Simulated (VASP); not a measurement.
Here is a VASP 6.6.1 calculation.

File POSCAR:

```
BaF2
1.0
    0.0000000000      3.0015042102      3.0015042102
    3.0015042102      0.0000000000      3.0015042102
    3.0015042102      3.0015042102      0.0000000000
Ba F
1 2
Direct
    0.0000000000      0.0000000000      0.0000000000
    0.2500000000      0.2500000000      0.2500000000
    0.7500000000      0.7500000000      0.7500000000
```

The input INCAR.step1:

```
SYSTEM = BaF2
ALGO     = Normal         ! electronic algorithm
EDIFF    = 1E-5           ! SCF threshold, eV
ENCUT    = 660            ! plane-wave cutoff, eV
GGA      = PE             ! functional
GGA_COMPAT= .False.      
ISMEAR   = 0              ! smearing method
LASPH    = .True.         ! aspherical terms in the spheres
LCHARG   = .False.        ! write CHGCAR
LREAL    = .False.        ! projectors in reciprocal space
LWAVE    = .True.         ! write WAVECAR
NBANDS   = 19             ! bands
NELM     = 120            ! most SCF steps
PREC     = Accurate       ! precision mode
SIGMA    = 0.02           ! smearing width, eV
```

The input INCAR.step2:

```
SYSTEM = BaF2
ALGO     = Normal         ! electronic algorithm
EDIFF    = 1E-6           ! SCF threshold, eV
ENCUT    = 660            ! plane-wave cutoff, eV
GGA_COMPAT= .False.      
ISIF     = 2              ! what is computed and relaxed
ISMEAR   = 0              ! smearing method
ISTART   = 1            
LASPH    = .True.         ! aspherical terms in the spheres
LCHARG   = .False.        ! write CHGCAR
LMIXTAU  = .True.       
LREAL    = .False.        ! projectors in reciprocal space
LWAVE    = .False.        ! write WAVECAR
METAGGA  = R2SCAN         ! meta-GGA
NBANDS   = 19             ! bands
NELM     = 120            ! most SCF steps
PREC     = Accurate       ! precision mode
SIGMA    = 0.02           ! smearing width, eV
```

Contents of KPOINTS:

```
k-points
0
Gamma
  6 6 6
  0 0 0
```

Potentials or basis: VASP PAW PBE potentials, release 64 (Ba_sv, F).

Command:

```bash
$ cat potpaw_PBE.64/Ba_sv/POTCAR potpaw_PBE.64/F/POTCAR > POTCAR
$ cp INCAR.step1 INCAR
$ mpirun -np 1 vasp_std > vasp.out
$ cp INCAR.step2 INCAR
$ mpirun -np 1 vasp_std > vasp.out
```

(1) What does it give for the band gap on the k mesh?

(2) Predict the pressure.

Results:

(1) 7.76 eV, indirect (least direct gap 7.88 eV).

(2) 8.6 GPa.

Caveat: the PAW data sets were made with another functional, which shifts forces and pressure a little; spin-orbit coupling is left out, which moves the levels of the heavy elements.
